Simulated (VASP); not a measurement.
# CoO (R3m) in VASP: single point with r2SCAN

Aim: the single point of CoO with r2SCAN.

All numbers are computed with VASP 6.6.1; they aren't measurements. Logs are shortened: lines on timing, memory, paths and dates and some standing lists are left out, and cuts for length are marked.

## Step 1: The cell of the first run

Symmetry: R3m, No. 160, trigonal system. Conventional cell: a = 3.204 Å, b = 3.204 Å, c = 7.699 Å, α = 90.00°, β = 90.00°, γ = 120.00°. Within 2.5 Å of Co (site symmetry 3m) lie 4 O at 1.91 to 1.96 Å. O (site symmetry 3m) has 4 Co at 1.91 to 1.96 Å within 2.5 Å.

## Step 2: Single point, r2SCAN, collinear spin, ferromagnetic start

POSCAR

```
CoO
1.0
    1.6022198400      0.9250420600      5.1329417800
   -1.6022198400      0.9250420600      5.1329417800
    0.0000000000     -1.8500841100      5.1329417800
Co O
2 2
Direct
    0.9994877300      0.9994877300      0.9994877300
    0.4994905900      0.4994905900      0.4994905900
    0.3754955300      0.3754955300      0.3754955300
    0.8755255000      0.8755255000      0.8755255000
```

INCAR.step1

```
SYSTEM = CoO
ALGO = Normal
EDIFF = 1E-5
ENCUT = 660
GGA = PE
GGA_COMPAT = .FALSE.
ISMEAR = 1
ISPIN = 2
LASPH = .TRUE.
LCHARG = .FALSE.
LMAXMIX = 4
LREAL = .FALSE.
LWAVE = .TRUE.
MAGMOM = 1.8 1.8 0 0
NBANDS = 27
NELM = 200
PREC = Accurate
SIGMA = 0.1
```

INCAR.step2

```
SYSTEM = CoO
ALGO = Normal
EDIFF = 1E-6
ENCUT = 660
GGA_COMPAT = .FALSE.
ISIF = 2
ISMEAR = 1
ISPIN = 2
ISTART = 1
LASPH = .TRUE.
LCHARG = .TRUE.
LELF = .TRUE.
LMAXMIX = 4
LMIXTAU = .TRUE.
LORBIT = 11
LREAL = .FALSE.
LVHAR = .TRUE.
LWAVE = .FALSE.
MAGMOM = 1.8 1.8 0 0
METAGGA = R2SCAN
NBANDS = 27
NELM = 200
PREC = Accurate
SIGMA = 0.1
```

KPOINTS

```
k-points
0
G
  8 8 8
  0 0 0
```

Potentials or basis: VASP PAW PBE potentials, release 64 (Co, O).

On the command line:

```console
$ cat potpaw_PBE.64/Co/POTCAR potpaw_PBE.64/O/POTCAR > POTCAR
$ cp INCAR.step1 INCAR
$ mpirun -np 1 vasp_std > vasp.out
$ cp INCAR.step2 INCAR
$ mpirun -np 1 vasp_std > vasp.out
```

OUTCAR:

```text
SYSTEM = CoO
   EDIFF = 1E-6
   ENCUT = 660
   ISIF = 2
   ISMEAR = 1
   ISPIN = 2
   ISTART = 1
   LASPH = .TRUE.
   LORBIT = 11
   LREAL = .FALSE.
   METAGGA = R2SCAN
   NELM = 200
   PREC = Accurate

 ion  position               nearest neighbor table
   1  0.999  0.999  0.999-   4 1.91   3 1.96   3 1.96   3 1.96
   2  0.499  0.499  0.499-   3 1.91   4 1.96   4 1.96   4 1.96
   3  0.375  0.375  0.375-   2 1.91   1 1.96   1 1.96   1 1.96
   4  0.876  0.876  0.876-   1 1.91   2 1.96   2 1.96   2 1.96

  LATTYP: Found a trigonal (rhomboedric) cell.
 ALAT       =     5.4561802156
 COS(alpha) =     0.8275366595

  Lattice vectors:

 A1 = (   1.6022198400,   0.9250420600,   5.1329417800)
 A2 = (  -1.6022198400,   0.9250420600,   5.1329417800)
 A3 = (   0.0000000000,  -1.8500841100,   5.1329417800)

Analysis of symmetry for initial positions (statically):
=====================================================================
 Subroutine PRICEL returns:
 Original cell was already a primitive cell.

 Routine SETGRP: Setting up the symmetry group for a
 trigonal (rhombohedral) supercell.

 Subroutine GETGRP returns: Found  6 space group operations
 (whereof  6 operations were pure point group operations)
 out of a pool of 12 trial point group operations.

The static configuration has the point symmetry C_3v.

Analysis of symmetry for dynamics (positions and initial velocities):
=====================================================================
 Subroutine PRICEL returns:
 Original cell was already a primitive cell.

 Routine SETGRP: Setting up the symmetry group for a
 trigonal (rhombohedral) supercell.

 Subroutine GETGRP returns: Found  6 space group operations
 (whereof  6 operations were pure point group operations)
 out of a pool of 12 trial point group operations.

The dynamic configuration has the point symmetry C_3v.

Analysis of structural, dynamic, and magnetic symmetry:
=====================================================================
 Subroutine PRICEL returns:
 Original cell was already a primitive cell.

 Routine SETGRP: Setting up the symmetry group for a
 trigonal (rhombohedral) supercell.

 Subroutine GETGRP returns: Found  6 space group operations
 (whereof  6 operations were pure point group operations)
 out of a pool of 12 trial point group operations.

The overall configuration has the point symmetry C_3v.

 Subroutine INISYM returns: Found  6 space group operations
 (whereof  6 operations are pure point group operations),
 and found     1 'primitive' translations

----------------------------------------------------------------------------------------

                                     Primitive cell

  volume of cell :      45.6458

  direct lattice vectors                    reciprocal lattice vectors
     1.602219840  0.925042060  5.132941780     0.312067038  0.180171988  0.064940018
    -1.602219840  0.925042060  5.132941780    -0.312067038  0.180171988  0.064940018
     0.000000000 -1.850084110  5.132941780     0.000000000 -0.360343977  0.064940019

  length of vectors
     5.456180216  5.456180216  5.456180214     0.366148860  0.366148860  0.366148860

  position of ions in fractional coordinates (direct lattice)
     0.999487730  0.999487730  0.999487730
     0.499490590  0.499490590  0.499490590
     0.375495530  0.375495530  0.375495530
     0.875525500  0.875525500  0.875525500

  ion indices of the primitive-cell ions
   primitive index   ion index
                 1           1
                 2           2
                 3           3
                 4           4

----------------------------------------------------------------------------------------

 KPOINTS: k-points

Automatic generation of k-mesh.
 Grid dimensions read from file:
 generate k-points for:    8    8    8

 Generating k-lattice:

  Cartesian coordinates                     Fractional coordinates (reciprocal lattice)
     0.039008380  0.022521499  0.008117502     0.125000000  0.000000000  0.000000000
    -0.039008380  0.022521499  0.008117502     0.000000000  0.125000000  0.000000000
     0.000000000 -0.045042997  0.008117502     0.000000000  0.000000000  0.125000000

  Length of vectors
     0.045768608  0.045768608  0.045768607

  Shift w.r.t. Gamma in fractional coordinates (k-lattice)
     0.000000000  0.000000000  0.000000000

 Subroutine IBZKPT returns following result:
 ===========================================

 Found     65 irreducible k-points:

 Following reciprocal coordinates:
            Coordinates               Weight
  0.000000  0.000000  0.000000      1.000000
  0.125000  0.000000  0.000000      6.000000
  0.250000  0.000000  0.000000      6.000000
  0.375000 -0.000000 -0.000000      6.000000
  0.500000  0.000000  0.000000      3.000000
  0.125000  0.125000  0.000000      6.000000
[... 16 lines left out ...]
  0.250000  0.125000  0.125000      6.000000
  0.375000  0.125000  0.125000      6.000000
 [... further k-points ...]
   k-points           NKPTS =     65   k-points in BZ     NKDIM =     65   number of bands    NBANDS=     27
   number of dos      NEDOS =    301   number of ions     NIONS =      4
   total plane-waves  NPLWV = 110592
   dimension x,y,z NGX =    48 NGY =   48 NGZ =   48
   dimension x,y,z NGXF=    96 NGYF=   96 NGZF=   96
   ions per type =               2   2
   NGX,Y,Z   is equivalent  to a cutoff of  14.63, 14.63, 14.63 a.u.
   NGXF,Y,Z  is equivalent  to a cutoff of  29.25, 29.25, 29.25 a.u.
 SYSTEM =  CoO
   PREC   = accura    normal or accurate (medium, high low for compatibility)
   ISTART =      1    job   : 0-new  1-cont  2-samecut
   ICHARG =      0    charge: 1-file 2-atom 10-const
   ISPIN  =      2    spin polarized calculation?
   LNONCOLLINEAR =      F non collinear calculations
   LSORBIT =      F    spin-orbit coupling
   LASPH  =      T    aspherical Exc in radial PAW
   ENCUT  =  660.0 eV  48.51 Ry    6.96 a.u.  11.43 11.43 11.43*2*pi/ulx,y,z
   NELM   =    200;   NELMIN=  2; NELMDL=  0     # of ELM steps
   EDIFF  = 0.1E-05   stopping-criterion for ELM
   LREAL  =      F    real-space projection
   EDIFFG = 0.1E-04   stopping-criterion for IOM
   NSW    =      0    number of steps for IOM
   IBRION =     -1    ionic relax: 0-MD 1-quasi-New 2-CG
   NFREE  =      0    steps in history (QN), initial steepest desc. (CG)
   ISIF   =      2    stress and relaxation
   ISYM   =      2    0-nonsym 1-usesym 2-fastsym
   POTIM  = 0.5000    time-step for ionic-motion
   TEBEG  =    0.0;   TEEND  =   0.0 temperature during run
   PSTRESS=    0.0 pullay stress
   NELECT =      30.0000    total number of electrons
   NUPDOWN=      -1.0000    fix difference up-down
   EMIN   =  10.00;   EMAX   =-10.00  energy-range for DOS
   EFERMI =   0.00;   METHOD = LEGACY
   ISMEAR =     1;   SIGMA  =   0.10  broadening in eV -4-tet -1-fermi 0-gaus
   EFERMI_NEDOS =   21; number of points for ismear=-14 and -15
   IALGO  =     38    algorithm
   IMIX   =      4    mixing-type and parameters
     AMIX     =   0.40;   BMIX     =  1.00
     AMIX_MAG =   1.60;   BMIX_MAG =  1.00
  volume/ion in A,a.u.               =      11.41        77.01
  Fermi-wavevector in a.u.,A,eV,Ry     =   1.423360  2.689761 27.564786  2.025955
  Thomas-Fermi vector in A             =   2.543966
   LORBIT       =     11    0 simple, 1 ext, 2 COOP (PROOUT), +10 PAW based schemes
   METAGGA = R2SCAN    functional components
   LHFCALC =     F    Hartree Fock is set to
   AEXX    =    0.0000 exact exchange contribution
   IVDW    =     0    specifies the selected vdW correction
   LEPSILON=     F    determine dielectric tensor
   LRPA    =     F    only Hartree local field effects (RPA)
 spin polarized calculation
 Methfessel and Paxton  Order N= 1 SIGMA  =   0.10
  energy-cutoff  :      660.00
  volume of cell :       45.65
 maximum number of plane-waves:      1780
 NGX is ok and might be reduce to    48
   NGX = 23   NGY = 23   NGZ = 23

 number of electron      30.0000000 magnetization       6.0019582

 Free energy of the ion-electron system (eV)
  ---------------------------------------------------
  ext. energy  EPLUGINS =         0.00000000
  ---------------------------------------------------
  free energy    TOTEN  =       -42.71990552 eV

  energy without entropy =      -42.72066622  energy(sigma->0) =      -42.72015909

 E-fermi :   5.9436     XC(G=0): -11.8439

 val. band max:        5.9405147698   @ k =   0.0000   0.0000   0.0000
 cond. band min:       6.0260587899   @ k =  -0.2500   0.2500   0.0000
 fundamental gap:      0.0855440201
 Fermi energy:         5.9436086072

 spin component 1

 k-point     1 :       0.0000    0.0000    0.0000
  band No.  band energies     occupation
      1     -15.0851      1.00000
      2     -14.4485      1.00000
      3      -1.1673      1.00000
      4      -0.6978      1.00000
      5      -0.6306      1.00000
      6      -0.6306      1.00000
[... 19 lines left out ...]
     26      21.1530      0.00000
     27      23.6075      0.00000
[... 667 lines left out ...]
      5      -0.3845      1.00000
      6      -0.3804      1.00000
[... 19 lines left out ...]
     26      20.3906      0.00000
     27      21.3619      0.00000

 [... further k-points ...]

 spin component 2

 k-point     1 :       0.0000    0.0000    0.0000
  band No.  band energies     occupation
      1     -14.4866      1.00000
      2     -13.7910      1.00000
      3      -0.5603      1.00000
      4       1.1129      1.00000
      5       1.1839      1.00000
      6       1.1839      1.00000
[... 19 lines left out ...]
     26      21.7096      0.00000
     27      24.5153      0.00000
[... 667 lines left out ...]
      5       0.6432      1.00000
      6       1.2220      1.00000
[... 19 lines left out ...]
     26      21.3427      0.00000
     27      22.0942      0.00000

 [... further k-points ...]

------------------------ aborting loop because EDIFF is reached ----------------------------------------

  FORCE on cell =-STRESS in cart. coord.  units (eV):
  Direction    XX          YY          ZZ          XY          YZ          ZX
  --------------------------------------------------------------------------------------
  -------------------------------------------------------------------------------------
  Total        0.3988098      0.3988098      2.3564878      0.0000000      0.0000000      0.0000000
  in kB       13.9982996     13.9982996     82.7131596      0.0000000      0.0000001      0.0000000
  external PRESSURE =      36.9032529 kB  Pullay stress =       0.0000000 kB

 VOLUME and BASIS-vectors are now :
 -----------------------------------------------------------------------------
  energy-cutoff  :      660.00
  volume of cell :       45.65
      direct lattice vectors                 reciprocal lattice vectors
     1.602219840  0.925042060  5.132941780     0.312067038  0.180171988  0.064940018
    -1.602219840  0.925042060  5.132941780    -0.312067038  0.180171988  0.064940018
     0.000000000 -1.850084110  5.132941780     0.000000000 -0.360343977  0.064940019

 POSITION                                       TOTAL-FORCE (eV/Angst)
 -----------------------------------------------------------------------------------
      0.00000      0.00000     15.39094         0.000000      0.000000      0.375898
      0.00000      0.00000      7.69157         0.000000      0.000000      0.372480
      0.00000      0.00000      5.78219         0.000000     -0.000000     -0.369611
      0.00000      0.00000     13.48206         0.000000     -0.000000     -0.378768
 -----------------------------------------------------------------------------------
    total drift:                               -0.000000     -0.000000      0.018832

  FREE ENERGIE OF THE ION-ELECTRON SYSTEM (eV)
  ---------------------------------------------------
  free  energy   TOTEN  =       -42.7199055225 eV

  energy  without entropy=      -42.7206662163  energy(sigma->0) =      -42.72015909

 total charge

# of ion       s       p       d       tot
------------------------------------------
    1        0.359   0.469   7.164   7.993
    2        0.359   0.469   7.164   7.992
    3        1.549   3.507   0.000   5.056
    4        1.549   3.507   0.000   5.056
--------------------------------------------------
tot          3.817   7.952  14.327  26.096

 magnetization (x)

# of ion       s       p       d       tot
------------------------------------------
    1        0.024   0.063   2.536   2.622
    2        0.024   0.063   2.536   2.622
    3        0.022   0.259   0.000   0.280
    4        0.022   0.259   0.000   0.280
--------------------------------------------------
tot          0.091   0.643   5.071   5.805
```

It took 62 min on 1 thread of Intel Xeon 8259CL, shared host; peak memory 0.56 GiB.

Results:

* Free energy: -42.7199 eV
* Pressure: 3.7 GPa
* Largest force: 0.379 eV/Å
* Band gap on the k mesh: 0.09 eV
* Net moment: 6.00 μB per cell
* Site moments: Co +2.62; O +0.28 μB
* Valence electrons inside the program's atomic spheres: Co 7.99; O 5.06

Forces on the atoms (eV/Å):
```
Co   0.000  0.000  0.376
Co   0.000  0.000  0.372
O    0.000  0.000 -0.370
O    0.000  0.000 -0.379
```

Stress tensor (GPa, compression positive):
```
1.40 0.00 0.00
0.00 1.40 0.00
0.00 0.00 8.27
```

Caveat: the cell stands under pressure; the PAW data sets were made with another functional, which shifts forces and pressure a little. A k mesh can miss the band edges.
